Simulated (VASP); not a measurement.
# Al3InSb4 (Cm) in VASP: notebook

Al3InSb4 is run at these levels: LDA; tasks: single point.

All numbers are computed with VASP 6.6.1; they aren't measurements. Logs are shortened: lines on timing, memory, paths and dates and some standing lists are left out, and cuts for length are marked.

## Step 1: The cell of the first run

It takes space group Cm (No. 8, monoclinic). Conventional cell: a = 14.591 Å, b = 4.399 Å, c = 7.620 Å, α = 90.00°, β = 100.02°, γ = 90.00°. In (site symmetry m) has 4 Sb at 2.69 Å within 3.6 Å. Within 3.6 Å of Al (site symmetry m) lie 4 Sb at 2.69 Å. Within 3.6 Å of Al (site symmetry m) lie 4 Sb at 2.69 Å. Al (site symmetry m) has 4 Sb at 2.69 Å within 3.6 Å. Sb (site symmetry m) has 1 In at 2.69 Å and 3 Al at 2.69 Å within 3.6 Å. Sb (site symmetry m) has 1 In at 2.69 Å and 3 Al at 2.69 Å within 3.6 Å. Within 3.6 Å of Sb (site symmetry m) lie 4 Al at 2.69 Å. Within 3.6 Å of Sb (site symmetry m) lie 2 Al at 2.69 Å and 2 In at 2.69 Å.

## Step 2: Single point, LDA

File INCAR:

```
SYSTEM = Al3InSb4
PREC = Accurate
ENCUT = 500
EDIFF = 1E-6
ISMEAR = 0
SIGMA = 0.1
LREAL = .False.
LASPH = .True.
NELM = 120
ALGO = Normal
ISIF = 2
LWAVE = .False.
LCHARG = .True.
LELF = .True.
LVHAR = .True.
NBANDS = 31
GGA_COMPAT = .False.
```

File KPOINTS:

```
Automatic mesh
0
Gamma
  4 4 4
  0 0 0
```

File POSCAR:

```
Al3InSb4
1.0
   -3.1108750000      3.1108750000      0.0000000000
   -3.1108750000     -6.2217500000      3.1108750000
    3.1108750000      3.1108750000      6.2217500000
In Al Sb
1 3 4
Direct
    0.0000000000      0.0000000000      0.0000000000
    0.7500000000      0.5000000000      0.2500000000
    0.5000000000      0.0000000000      0.5000000000
    0.2500000000      0.5000000000      0.7500000000
    0.1875000000      0.3750000000      0.0625000000
    0.9375000000      0.8750000000      0.3125000000
    0.6875000000      0.3750000000      0.5625000000
    0.4375000000      0.8750000000      0.8125000000
```

Potentials or basis: VASP PAW LDA potentials, release 64 (In_d, Al, Sb).

The run is started by

```sh
> cat potpaw_LDA.64/In_d/POTCAR potpaw_LDA.64/Al/POTCAR potpaw_LDA.64/Sb/POTCAR > POTCAR
> mpirun -np 1 vasp_std > vasp.out
```

OUTCAR:

```text
SYSTEM = Al3InSb4
   PREC = Accurate
   ENCUT = 500
   EDIFF = 1E-6
   ISMEAR = 0
   LREAL = .False.
   LASPH = .True.
   NELM = 120
   ISIF = 2

 ion  position               nearest neighbor table
   1  0.000  0.000  0.000-   5 2.69   6 2.69   8 2.69   8 2.69
   2  0.750  0.500  0.250-   5 2.69   6 2.69   7 2.69   5 2.69
   3  0.500  0.000  0.500-   6 2.69   7 2.69   8 2.69   6 2.69
   4  0.250  0.500  0.750-   5 2.69   7 2.69   8 2.69   7 2.69
   5  0.188  0.375  0.062-   2 2.69   1 2.69   2 2.69   4 2.69
   6  0.938  0.875  0.312-   3 2.69   1 2.69   2 2.69   3 2.69
   7  0.688  0.375  0.562-   4 2.69   2 2.69   3 2.69   4 2.69
   8  0.438  0.875  0.812-   1 2.69   1 2.69   3 2.69   4 2.69

  LATTYP: Found a base centered monoclinic cell.
 ALAT       =    14.5912971268
 B/A-ratio  =     0.3015113446
 C/A-ratio  =     0.5222329679
 COS(beta)  =    -0.1740776560

  Lattice vectors:

 A1 = (  -6.2217500000,  -3.1108750000,   3.1108750000)
 A2 = (  -3.1108750000,  -6.2217500000,   3.1108750000)
 A3 = (   3.1108750000,   3.1108750000,   6.2217500000)

Analysis of symmetry for initial positions (statically):
=====================================================================
 Subroutine PRICEL returns:
 Original cell was already a primitive cell.

 Routine SETGRP: Setting up the symmetry group for a
 base centered monoclinic supercell.

 Subroutine GETGRP returns: Found  2 space group operations
 (whereof  2 operations were pure point group operations)
 out of a pool of  4 trial point group operations.

The static configuration has the point symmetry C_1h.

Analysis of symmetry for dynamics (positions and initial velocities):
=====================================================================
 Subroutine PRICEL returns:
 Original cell was already a primitive cell.

 Routine SETGRP: Setting up the symmetry group for a
 base centered monoclinic supercell.

 Subroutine GETGRP returns: Found  2 space group operations
 (whereof  2 operations were pure point group operations)
 out of a pool of  4 trial point group operations.

The dynamic configuration has the point symmetry C_1h.

 Subroutine INISYM returns: Found  2 space group operations
 (whereof  2 operations are pure point group operations),
 and found     1 'primitive' translations

----------------------------------------------------------------------------------------

                                     Primitive cell

  volume of cell :     240.8450

  direct lattice vectors                    reciprocal lattice vectors
    -3.110875000  3.110875000  0.000000000    -0.200908105  0.120544863  0.040181621
    -3.110875000 -6.221750000  3.110875000    -0.080363242 -0.080363242  0.080363242
     3.110875000  3.110875000  6.221750000     0.040181621  0.040181621  0.120544863

  length of vectors
     4.399441616  7.620056404  7.620056404     0.237717675  0.139193218  0.133267360

  position of ions in fractional coordinates (direct lattice)
     0.000000000  0.000000000  0.000000000
     0.750000000  0.500000000  0.250000000
     0.500000000  0.000000000  0.500000000
     0.250000000  0.500000000  0.750000000
     0.187500000  0.375000000  0.062500000
     0.937500000  0.875000000  0.312500000
     0.687500000  0.375000000  0.562500000
     0.437500000  0.875000000  0.812500000

  ion indices of the primitive-cell ions
   primitive index   ion index
                 1           1
                 2           2
                 3           3
                 4           4
                 5           5
                 6           6
                 7           7
                 8           8

----------------------------------------------------------------------------------------

 KPOINTS: Automatic mesh

Automatic generation of k-mesh.
 Grid dimensions read from file:
 generate k-points for:    4    4    4

 Generating k-lattice:

  Cartesian coordinates                     Fractional coordinates (reciprocal lattice)
    -0.050227026  0.030136216  0.010045405     0.250000000 -0.000000000 -0.000000000
    -0.020090810 -0.020090810  0.020090810     0.000000000  0.250000000  0.000000000
     0.010045405  0.010045405  0.030136216     0.000000000  0.000000000  0.250000000

  Length of vectors
     0.059429419  0.034798304  0.033316840

  Shift w.r.t. Gamma in fractional coordinates (k-lattice)
     0.000000000  0.000000000  0.000000000

 Subroutine IBZKPT returns following result:
 ===========================================

 Found     24 irreducible k-points:

 Following reciprocal coordinates:
            Coordinates               Weight
  0.000000  0.000000  0.000000      1.000000
  0.250000  0.000000 -0.000000      4.000000
  0.500000  0.000000 -0.000000      2.000000
  0.000000  0.250000  0.000000      2.000000
  0.250000  0.250000  0.000000      4.000000
  0.500000  0.250000  0.000000      2.000000
[... 16 lines left out ...]
  0.500000  0.250000  0.500000      2.000000
  0.000000  0.500000  0.500000      1.000000
   k-points           NKPTS =     24   k-points in BZ     NKDIM =     24   number of bands    NBANDS=     31
   number of dos      NEDOS =    301   number of ions     NIONS =      8
   total plane-waves  NPLWV = 100352
   dimension x,y,z NGX =    32 NGY =   56 NGZ =   56
   dimension x,y,z NGXF=    64 NGYF=  112 NGZF=  112
   ions per type =               1   3   4
   NGX,Y,Z   is equivalent  to a cutoff of  12.09, 12.22, 12.22 a.u.
   NGXF,Y,Z  is equivalent  to a cutoff of  24.18, 24.43, 24.43 a.u.
 SYSTEM =  Al3InSb4
   PREC   = accura    normal or accurate (medium, high low for compatibility)
   ISTART =      0    job   : 0-new  1-cont  2-samecut
   ICHARG =      2    charge: 1-file 2-atom 10-const
   ISPIN  =      1    spin polarized calculation?
   LNONCOLLINEAR =      F non collinear calculations
   LSORBIT =      F    spin-orbit coupling
   LASPH  =      T    aspherical Exc in radial PAW
   ENCUT  =  500.0 eV  36.75 Ry    6.06 a.u.   8.02 13.89 13.89*2*pi/ulx,y,z
   NELM   =    120;   NELMIN=  2; NELMDL= -5     # of ELM steps
   EDIFF  = 0.1E-05   stopping-criterion for ELM
   LREAL  =      F    real-space projection
[... 7 lines left out ...]
   TEBEG  =    0.0;   TEEND  =   0.0 temperature during run
   PSTRESS=    0.0 pullay stress
   NELECT =      42.0000    total number of electrons
   NUPDOWN=      -1.0000    fix difference up-down
   EMIN   =  10.00;   EMAX   =-10.00  energy-range for DOS
   EFERMI =   0.00;   METHOD = LEGACY
   ISMEAR =     0;   SIGMA  =   0.10  broadening in eV -4-tet -1-fermi 0-gaus
   EFERMI_NEDOS =   21; number of points for ismear=-14 and -15
   IALGO  =     38    algorithm
   IMIX   =      4    mixing-type and parameters
     AMIX     =   0.40;   BMIX     =  1.00
     AMIX_MAG =   1.60;   BMIX_MAG =  1.00
  volume/ion in A,a.u.               =      30.11       203.16
  Fermi-wavevector in a.u.,A,eV,Ry     =   0.914630  1.728400 11.381923  0.836548
  Thomas-Fermi vector in A             =   2.039279
   LORBIT       =      0    0 simple, 1 ext, 2 COOP (PROOUT), +10 PAW based schemes
   GGA     = CA    functional components
   LHFCALC =     F    Hartree Fock is set to
   AEXX    =    0.0000 exact exchange contribution
   IVDW    =     0    specifies the selected vdW correction
   LEPSILON=     F    determine dielectric tensor
   LRPA    =     F    only Hartree local field effects (RPA)
 non-spin polarized calculation
 Gauss-broadening in eV      SIGMA  =   0.10
  energy-cutoff  :      500.00
  volume of cell :      240.85
 maximum number of plane-waves:      6134
   NGX = 17   NGY = 27   NGZ = 27

 number of electron      42.0000001 magnetization

 Free energy of the ion-electron system (eV)
  ---------------------------------------------------
  ext. energy  EPLUGINS =         0.00000000
  ---------------------------------------------------
  free energy    TOTEN  =       -35.77449564 eV

  energy without entropy =      -35.77449564  energy(sigma->0) =      -35.77449564

 E-fermi :   5.2474     XC(G=0):  -8.9227

 val. band max:        4.7739894149   @ k =   0.0000   0.0000   0.0000
 cond. band min:       5.7029863261   @ k =   0.0000   0.0000   0.0000
 fundamental gap:      0.9289969112
 Fermi energy:         5.2474250769

 k-point     1 :       0.0000    0.0000    0.0000
  band No.  band energies     occupation
      1      -9.8397      2.00000
      2      -9.8114      2.00000
      3      -9.7684      2.00000
      4      -9.6919      2.00000
      5      -9.6777      2.00000
      6      -6.0648      2.00000
[... 23 lines left out ...]
     30       8.4824      0.00000
     31       8.7329      0.00000

 k-point     2 :       0.2500    0.0000   -0.0000
  band No.  band energies     occupation
      1      -9.8324      2.00000
      2      -9.8089      2.00000
      3      -9.7773      2.00000
      4      -9.6876      2.00000
      5      -9.6848      2.00000
      6      -5.6476      2.00000
[... 23 lines left out ...]
     30       9.0671      0.00000
     31       9.2740      0.00000

 k-point     3 :       0.5000    0.0000   -0.0000
  band No.  band energies     occupation
      1      -9.8388      2.00000
      2      -9.8064      2.00000
      3      -9.7735      2.00000
      4      -9.6918      2.00000
      5      -9.6819      2.00000
      6      -4.7141      2.00000
[... 23 lines left out ...]
     30       9.2527      0.00000
     31       9.3247      0.00000

 k-point     4 :       0.0000    0.2500    0.0000
  band No.  band energies     occupation
      1      -9.8396      2.00000
      2      -9.8116      2.00000
      3      -9.7684      2.00000
      4      -9.6919      2.00000
      5      -9.6777      2.00000
      6      -5.9263      2.00000
[... 23 lines left out ...]
     30       8.3322      0.00000
     31       8.5359      0.00000

 k-point     5 :       0.2500    0.2500    0.0000
  band No.  band energies     occupation
      1      -9.8326      2.00000
      2      -9.8091      2.00000
      3      -9.7771      2.00000
      4      -9.6876      2.00000
      5      -9.6847      2.00000
      6      -5.3948      2.00000
[... 23 lines left out ...]
     30       8.9610      0.00000
     31       9.2763      0.00000
[... 542 lines left out ...]
     30       9.3526      0.00000
     31       9.5250      0.00000

 k-point    22 :       0.2500    0.2500    0.5000
  band No.  band energies     occupation
      1      -9.8330      2.00000
      2      -9.8087      2.00000
      3      -9.7770      2.00000
      4      -9.6876      2.00000
      5      -9.6848      2.00000
      6      -5.1041      2.00000
[... 23 lines left out ...]
     30       9.2434      0.00000
     31       9.4210      0.00000

 k-point    23 :       0.5000    0.2500    0.5000
  band No.  band energies     occupation
      1      -9.8391      2.00000
      2      -9.8061      2.00000
      3      -9.7735      2.00000
      4      -9.6919      2.00000
      5      -9.6819      2.00000
      6      -4.6597      2.00000
[... 23 lines left out ...]
     30       8.9618      0.00000
     31       9.0945      0.00000

 k-point    24 :       0.0000    0.5000    0.5000
  band No.  band energies     occupation
      1      -9.8400      2.00000
      2      -9.8112      2.00000
      3      -9.7685      2.00000
      4      -9.6919      2.00000
      5      -9.6776      2.00000
      6      -5.3784      2.00000
[... 23 lines left out ...]
     30       8.6888      0.00000
     31       8.7076      0.00000

------------------------ aborting loop because EDIFF is reached ----------------------------------------

  FORCE on cell =-STRESS in cart. coord.  units (eV):
  Direction    XX          YY          ZZ          XY          YZ          ZX
  --------------------------------------------------------------------------------------
  -------------------------------------------------------------------------------------
  Total       -0.1239720     -0.1239720     -0.6980551     -0.4115164      0.0115956      0.0115956
  in kB       -0.8247010     -0.8247010     -4.6436837     -2.7375376      0.0771376      0.0771374
  external PRESSURE =      -2.0976952 kB  Pullay stress =       0.0000000 kB

 VOLUME and BASIS-vectors are now :
 -----------------------------------------------------------------------------
  energy-cutoff  :      500.00
  volume of cell :      240.85
      direct lattice vectors                 reciprocal lattice vectors
    -3.110875000  3.110875000  0.000000000    -0.200908105  0.120544863  0.040181621
    -3.110875000 -6.221750000  3.110875000    -0.080363242 -0.080363242  0.080363242
     3.110875000  3.110875000  6.221750000     0.040181621  0.040181621  0.120544863

 POSITION                                       TOTAL-FORCE (eV/Angst)
 -----------------------------------------------------------------------------------
      0.00000      0.00000      0.00000         0.004212      0.004212     -0.027798
     -3.11088      0.00000      3.11088        -0.015379     -0.015379      0.014831
      0.00000      3.11088      3.11088         0.025040      0.025040      0.002642
      0.00000      0.00000      6.22175        -0.017686     -0.017686      0.012854
     -1.55544     -1.55544      1.55544        -0.539889     -0.539889      0.539250
     -4.66631     -1.55544      4.66631         0.536065      0.536065      0.543095
     -1.55544      1.55544      4.66631         0.008772      0.008772     -0.001647
     -1.55544     -1.55544      7.77719        -0.001135     -0.001135     -1.083227
 -----------------------------------------------------------------------------------
    total drift:                               -0.000009     -0.000018      0.000001

  FREE ENERGIE OF THE ION-ELECTRON SYSTEM (eV)
  ---------------------------------------------------
  free  energy   TOTEN  =       -35.7744956405 eV

  energy  without entropy=      -35.7744956405  energy(sigma->0) =      -35.77449564
```

It took 4.4 min on 1 thread of Oxide Virtual Turin-like, shared host; peak memory 0.31 GiB.

Results:

```yaml
Free_energy: -35.7745 eV
Pressure: -0.2 GPa
Largest_force: 1.083 eV/Å
Band_gap_on_the_k_mesh: 0.93 eV
```

Forces on the atoms (eV/Å):
```
In   0.004  0.004 -0.028
Al  -0.015 -0.015  0.015
Al   0.025  0.025  0.003
Al  -0.018 -0.018  0.013
Sb  -0.540 -0.540  0.539
Sb   0.536  0.536  0.543
Sb   0.009  0.009 -0.002
Sb  -0.001 -0.001 -1.083
```

Caveat: spin-orbit coupling is left out, which moves the levels of the heavy elements; forces of over 1 eV/Å act on the atoms, so gaps and moduli don't describe the material at rest.

(Continued in part 2 of 2.)
